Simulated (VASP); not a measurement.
# Al2Cu (Ibam) in VASP: single point with PBE

Aim: the single point of Al2Cu with PBE.

Program: VASP 6.6.1. These are calculated values, not measurements. Logs are shortened: lines on timing, memory, paths and dates and some standing lists are left out, and cuts for length are marked.

## (1) The cell of the first run

Symmetry: Ibam, No. 72, orthorhombic system. Conventional cell: a = 6.052 Å, b = 6.052 Å, c = 4.883 Å, α = 90.00°, β = 90.00°, γ = 90.00°. Al (site symmetry m) has 4 Cu at 2.37 to 2.81 Å and 5 Al at 2.77 to 2.95 Å within 3.1 Å. Within 3.1 Å of Cu (site symmetry 222) lie 8 Al at 2.37 to 2.81 Å and 2 Cu at 2.44 Å.

## (2) Single point, PBE (mode 11 (240.3 1/cm) frozen in, largest displacement +0.263 Å)

The input, INCAR:

```
PREC = Accurate
ENCUT = 520
EDIFF = 1E-6
ISMEAR = 0
SIGMA = 0.15
LREAL = F
LASPH = T
NELM = 100
ALGO = Fast
ISIF = 2
LWAVE = F
LCHARG = F
GGA = PE
NBANDS = 26
```

The input, KPOINTS:

```
regular mesh
0
Gamma
  12 12 12
```

The input, POSCAR:

```
Al2Cu
1.0
   -3.0261888817      3.0261888817      2.4416174502
    3.0261888817     -3.0261888817      2.4416174502
    3.0261888817      3.0261888817     -2.4416174502
Al Cu
4 2
Direct
    0.1280529845      0.6893893839      0.8174423684
    0.6280529845      0.8106106161      0.4386636005
    0.8719470155      0.3106106161      0.1825576316
    0.3719470155      0.1893893839      0.5613363995
    0.7500000000      0.7500000000      0.0000000000
    0.2500000000      0.2500000000      0.0000000000
```

Potentials or basis: VASP PAW PBE potentials, release 64 (Al, Cu).

Command:

```bash
cat potpaw_PBE.64/Al/POTCAR potpaw_PBE.64/Cu/POTCAR > POTCAR
mpirun -np 1 vasp_std > vasp.out
```

OUTCAR:

```text
PREC = Accurate
   ENCUT = 520
   EDIFF = 1E-6
   ISMEAR = 0
   LREAL = F
   LASPH = T
   NELM = 100
   ISIF = 2
   GGA = PE

 ion  position               nearest neighbor table
   1  0.128  0.689  0.817-   6 2.37   5 2.37   3 2.77   6 2.81   5 2.81   4 2.89   4 2.89   3 2.95
                             3 2.95   2 3.11   2 3.11   2 3.35   2 3.35
   2  0.628  0.811  0.439-   5 2.37   6 2.37   4 2.77   6 2.81   5 2.81   3 2.89   3 2.89   4 2.95
                             4 2.95   1 3.11   1 3.11   1 3.35   1 3.35
   3  0.872  0.311  0.183-   6 2.37   5 2.37   1 2.77   5 2.81   6 2.81   2 2.89   2 2.89   1 2.95
                             1 2.95   4 3.11   4 3.11   4 3.35   4 3.35
   4  0.372  0.189  0.561-   6 2.37   5 2.37   2 2.77   5 2.81   6 2.81   1 2.89   1 2.89   2 2.95
                             2 2.95   3 3.11   3 3.11   3 3.35   3 3.35
   5  0.750  0.750  0.000-   2 2.37   4 2.37   3 2.37   1 2.37   6 2.44   6 2.44   1 2.81   3 2.81
                             4 2.81   2 2.81
   6  0.250  0.250  0.000-   4 2.37   2 2.37   3 2.37   1 2.37   5 2.44   5 2.44   1 2.81   3 2.81
                             2 2.81   4 2.81

  LATTYP: Found a body centered tetragonal cell.
 ALAT       =     6.0523777634
 C/A-ratio  =     0.8068291655

  Lattice vectors:

 A1 = (  -3.0261888817,   3.0261888817,   2.4416174502)
 A2 = (   3.0261888817,  -3.0261888817,   2.4416174502)
 A3 = (   3.0261888817,   3.0261888817,  -2.4416174502)

Analysis of symmetry for initial positions (statically):
=====================================================================
 Subroutine PRICEL returns:
 Original cell was already a primitive cell.

 Routine SETGRP: Setting up the symmetry group for a
 body centered tetragonal supercell.

 Subroutine GETGRP returns: Found  8 space group operations
 (whereof  4 operations were pure point group operations)
 out of a pool of 16 trial point group operations.

The static configuration has the point symmetry C_2h.
 The point group associated with its full space group is D_2h.

Analysis of symmetry for dynamics (positions and initial velocities):
=====================================================================
 Subroutine PRICEL returns:
 Original cell was already a primitive cell.

 Routine SETGRP: Setting up the symmetry group for a
 body centered tetragonal supercell.

 Subroutine GETGRP returns: Found  8 space group operations
 (whereof  4 operations were pure point group operations)
 out of a pool of 16 trial point group operations.

The dynamic configuration has the point symmetry C_2h.
 The point group associated with its full space group is D_2h.

 Subroutine INISYM returns: Found  8 space group operations
 (whereof  4 operations are pure point group operations),
 and found     1 'primitive' translations

----------------------------------------------------------------------------------------

                                     Primitive cell

  volume of cell :      89.4396

  direct lattice vectors                    reciprocal lattice vectors
    -3.026188882  3.026188882  2.441617450     0.000000000  0.165224320  0.204782285
     3.026188882 -3.026188882  2.441617450     0.165224320  0.000000000  0.204782285
     3.026188882  3.026188882 -2.441617450     0.165224320  0.165224320  0.000000000

  length of vectors
     4.927183178  4.927183178  4.927183178     0.263125179  0.263125179  0.233662474

  position of ions in fractional coordinates (direct lattice)
     0.128052985  0.689389384  0.817442368
     0.628052985  0.810610616  0.438663600
     0.871947015  0.310610616  0.182557632
     0.371947015  0.189389384  0.561336399
     0.750000000  0.750000000  0.000000000
     0.250000000  0.250000000  0.000000000

  ion indices of the primitive-cell ions
   primitive index   ion index
                 1           1
                 2           2
                 3           3
                 4           4
                 5           5
                 6           6

----------------------------------------------------------------------------------------

 KPOINTS: regular mesh

Automatic generation of k-mesh.
 Grid dimensions read from file:
 generate k-points for:   12   12   12

 Generating k-lattice:

  Cartesian coordinates                     Fractional coordinates (reciprocal lattice)
     0.000000000  0.013768693  0.017065190     0.083333333  0.000000000  0.000000000
     0.013768693  0.000000000  0.017065190     0.000000000  0.083333333  0.000000000
     0.013768693  0.013768693  0.000000000     0.000000000  0.000000000  0.083333333

  Length of vectors
     0.021927098  0.021927098  0.019471873

  Shift w.r.t. Gamma in fractional coordinates (k-lattice)
     0.000000000  0.000000000  0.000000000

 Subroutine IBZKPT returns following result:
 ===========================================

 Found    280 irreducible k-points:

 Following reciprocal coordinates:
            Coordinates               Weight
  0.000000  0.000000  0.000000      1.000000
  0.083333  0.000000  0.000000      4.000000
  0.083333  0.000000 -0.083333      4.000000
  0.166667  0.000000  0.000000      4.000000
  0.166667  0.000000 -0.166667      4.000000
  0.250000  0.000000  0.000000      4.000000
[... 16 lines left out ...]
  0.500000  0.083333  0.000000      8.000000
 -0.416667 -0.000000  0.500000      8.000000
 [... further k-points ...]
   k-points           NKPTS =    280   k-points in BZ     NKDIM =    280   number of bands    NBANDS=     26
   number of dos      NEDOS =    301   number of ions     NIONS =      6
   total plane-waves  NPLWV =  64000
   dimension x,y,z NGX =    40 NGY =   40 NGZ =   40
   dimension x,y,z NGXF=    80 NGYF=   80 NGZF=   80
   ions per type =               4   2
   NGX,Y,Z   is equivalent  to a cutoff of  13.50, 13.50, 13.50 a.u.
   NGXF,Y,Z  is equivalent  to a cutoff of  26.99, 26.99, 26.99 a.u.
 SYSTEM =  unknown system
   PREC   = accura    normal or accurate (medium, high low for compatibility)
   ISTART =      0    job   : 0-new  1-cont  2-samecut
   ICHARG =      2    charge: 1-file 2-atom 10-const
   ISPIN  =      1    spin polarized calculation?
   LNONCOLLINEAR =      F non collinear calculations
   LSORBIT =      F    spin-orbit coupling
   LASPH  =      T    aspherical Exc in radial PAW
   ENCUT  =  520.0 eV  38.22 Ry    6.18 a.u.   9.16  9.16  9.16*2*pi/ulx,y,z
   NELM   =    100;   NELMIN=  2; NELMDL= -5     # of ELM steps
   EDIFF  = 0.1E-05   stopping-criterion for ELM
   LREAL  =      F    real-space projection
   EDIFFG = 0.1E-04   stopping-criterion for IOM
   NSW    =      0    number of steps for IOM
   IBRION =     -1    ionic relax: 0-MD 1-quasi-New 2-CG
   NFREE  =      0    steps in history (QN), initial steepest desc. (CG)
   ISIF   =      2    stress and relaxation
   ISYM   =      2    0-nonsym 1-usesym 2-fastsym
   POTIM  = 0.5000    time-step for ionic-motion
   TEBEG  =    0.0;   TEEND  =   0.0 temperature during run
   PSTRESS=    0.0 pullay stress
   NELECT =      34.0000    total number of electrons
   NUPDOWN=      -1.0000    fix difference up-down
   EMIN   =  10.00;   EMAX   =-10.00  energy-range for DOS
   EFERMI =   0.00;   METHOD = LEGACY
   ISMEAR =     0;   SIGMA  =   0.15  broadening in eV -4-tet -1-fermi 0-gaus
   EFERMI_NEDOS =   21; number of points for ismear=-14 and -15
   IALGO  =     68    algorithm
   IMIX   =      4    mixing-type and parameters
     AMIX     =   0.40;   BMIX     =  1.00
     AMIX_MAG =   1.60;   BMIX_MAG =  1.00
  volume/ion in A,a.u.               =      14.91       100.59
  Fermi-wavevector in a.u.,A,eV,Ry     =   1.185927  2.241077 19.135541  1.406423
  Thomas-Fermi vector in A             =   2.322110
   LORBIT       =      0    0 simple, 1 ext, 2 COOP (PROOUT), +10 PAW based schemes
   GGA     = PE    functional components
   LHFCALC =     F    Hartree Fock is set to
   AEXX    =    0.0000 exact exchange contribution
   IVDW    =     0    specifies the selected vdW correction
   LEPSILON=     F    determine dielectric tensor
   LRPA    =     F    only Hartree local field effects (RPA)
 non-spin polarized calculation
 RMM-DIIS sequential band-by-band and
 Gauss-broadening in eV      SIGMA  =   0.15
  energy-cutoff  :      520.00
  volume of cell :       89.44
 maximum number of plane-waves:      2433
 NGX is ok and might be reduce to    40
   NGX = 19   NGY = 19   NGZ = 19

 number of electron      33.9999976 magnetization

 Free energy of the ion-electron system (eV)
  ---------------------------------------------------
  ext. energy  EPLUGINS =         0.00000000
  ---------------------------------------------------
  free energy    TOTEN  =       -22.55322798 eV

  energy without entropy =      -22.52972346  energy(sigma->0) =      -22.54147572

 E-fermi :   7.9580     XC(G=0): -10.8296

 val. band max:        7.9571351644   @ k =   0.4167   0.0000  -0.0000
 cond. band min:       7.9613225545   @ k =  -0.3333   0.0000   0.4167
 fundamental gap:      0.0041873901
 Fermi energy:         7.9580356326

 k-point     1 :       0.0000    0.0000    0.0000
  band No.  band energies     occupation
      1      -2.8161      2.00000
      2       2.4137      2.00000
      3       2.5611      2.00000
      4       2.6792      2.00000
      5       2.9153      2.00000
      6       3.5638      2.00000
[... 18 lines left out ...]
     25      13.4832      0.00000
     26      13.6032      0.00000

 k-point     2 :       0.0833    0.0000    0.0000
  band No.  band energies     occupation
      1      -2.7441      2.00000
      2       2.4104      2.00000
      3       2.5406      2.00000
      4       2.7003      2.00000
      5       2.9054      2.00000
      6       3.5144      2.00000
[... 18 lines left out ...]
     25      12.8307      0.00000
     26      14.4896      0.00000

 k-point     3 :       0.0833    0.0000   -0.0833
  band No.  band energies     occupation
      1      -2.7436      2.00000
      2       2.4009      2.00000
      3       2.5667      2.00000
      4       2.6891      2.00000
      5       2.9173      2.00000
      6       3.5282      2.00000
[... 18 lines left out ...]
     25      13.5629      0.00000
     26      13.6446      0.00000

 k-point     4 :       0.1667    0.0000    0.0000
  band No.  band energies     occupation
      1      -2.5285      2.00000
      2       2.4002      2.00000
      3       2.4864      2.00000
      4       2.7626      2.00000
      5       2.7991      2.00000
      6       3.3858      2.00000
[... 18 lines left out ...]
     25      13.0614      0.00000
     26      14.5573      0.00000

 k-point     5 :       0.1667    0.0000   -0.1667
  band No.  band energies     occupation
      1      -2.5265      2.00000
      2       2.3327      2.00000
      3       2.5839      2.00000
      4       2.7072      2.00000
      5       2.9242      2.00000
      6       3.3931      2.00000
[... 18 lines left out ...]
     25      13.7721      0.00000
     26      13.8002      0.00000

 k-point     6 :       0.2500    0.0000    0.0000
  band No.  band energies     occupation
      1      -2.1711      2.00000
      2       2.3147      2.00000
      3       2.3829      2.00000
      4       2.4197      2.00000
      5       2.8637      2.00000
      6       3.3270      2.00000
[... 427 lines left out ...]
 k-point    21 :       0.4167    0.0833    0.0000
  band No.  band energies     occupation
      1      -0.5571      2.00000
      2       0.0688      2.00000
      3       2.0554      2.00000
      4       2.3944      2.00000
      5       3.2799      2.00000
      6       3.4459      2.00000
[... 18 lines left out ...]
     25      14.6013      0.00000
     26      15.0137      0.00000

 k-point    22 :       0.5000    0.0000   -0.4167
  band No.  band energies     occupation
      1      -0.5511      2.00000
      2       0.0775      2.00000
      3       2.2228      2.00000
      4       2.5840      2.00000
      5       2.9598      2.00000
      6       3.1067      2.00000
[... 18 lines left out ...]
     25      14.4355      0.00000
     26      14.7791      0.00000

 k-point    23 :       0.5000    0.0833    0.0000
  band No.  band energies     occupation
      1      -0.7253      2.00000
      2       0.2603      2.00000
      3       2.0006      2.00000
      4       2.3957      2.00000
      5       3.1024      2.00000
      6       3.5024      2.00000
[... 18 lines left out ...]
     25      14.1860      0.00000
     26      14.5802      0.00000

 k-point    24 :      -0.4167   -0.0000    0.5000
  band No.  band energies     occupation
      1      -0.7129      2.00000
      2       0.2608      2.00000
      3       2.1121      2.00000
      4       2.6499      2.00000
      5       2.8949      2.00000
      6       3.1131      2.00000
[... 18 lines left out ...]
     25      14.1694      0.00000
     26      14.4835      0.00000

 [... further k-points ...]
[... 5 lines left out ...]
  --------------------------------------------------------------------------------------
  -------------------------------------------------------------------------------------
  Total        7.0449726     -1.3870785      2.9858298     -0.0000000      0.0000000      0.0000000
  in kB      126.2002506    -24.8474577     53.4867189     -0.0000000      0.0000000      0.0000000
  external PRESSURE =      51.6131706 kB  Pullay stress =       0.0000000 kB

 VOLUME and BASIS-vectors are now :
 -----------------------------------------------------------------------------
  energy-cutoff  :      520.00
  volume of cell :       89.44
      direct lattice vectors                 reciprocal lattice vectors
    -3.026188882  3.026188882  2.441617450     0.000000000  0.165224320  0.204782285
     3.026188882 -3.026188882  2.441617450     0.165224320  0.000000000  0.204782285
     3.026188882  3.026188882 -2.441617450     0.165224320  0.165224320  0.000000000

 POSITION                                       TOTAL-FORCE (eV/Angst)
 -----------------------------------------------------------------------------------
      4.17244      0.77503      0.00000        -1.491756      0.873518      0.000000
      1.87993      0.77503      2.44162         1.491756      0.873518      0.000000
     -1.14626      2.25116      2.44162         1.491756     -0.873518     -0.000000
      1.14626      2.25116     -0.00000        -1.491756     -0.873518     -0.000000
      0.00000      0.00000      3.66243         0.000000     -0.000000      0.000000
      0.00000      0.00000      1.22081        -0.000000     -0.000000      0.000000
 -----------------------------------------------------------------------------------
    total drift:                               -0.000000     -0.000000      0.000000

  FREE ENERGIE OF THE ION-ELECTRON SYSTEM (eV)
  ---------------------------------------------------
  free  energy   TOTEN  =       -22.5532279829 eV

  energy  without entropy=      -22.5297234579  energy(sigma->0) =      -22.54147572
```

It took 22 min on 1 thread of AMD EPYC 9755, shared host; peak memory 0.61 GiB.

What came out:

* Free energy: -22.5532 eV
* Pressure: 5.2 GPa
* Largest force: 1.729 eV/Å
* Band gap on the k mesh: zero (band 17 reaches 9.66 eV, above the bottom of band 18 at 6.46 eV)

Forces on the atoms (eV/Å):
```
Al  -1.492  0.874  0.000
Al   1.492  0.874  0.000
Al   1.492 -0.874  0.000
Al  -1.492 -0.874  0.000
Cu   0.000  0.000  0.000
Cu   0.000  0.000  0.000
```

Caveat: the cell differs from its parent crystal (mode 11 (240.3 1/cm) frozen in, largest displacement +0.263 Å); forces of over 1 eV/Å act on the atoms, so gaps and moduli don't describe the material at rest.
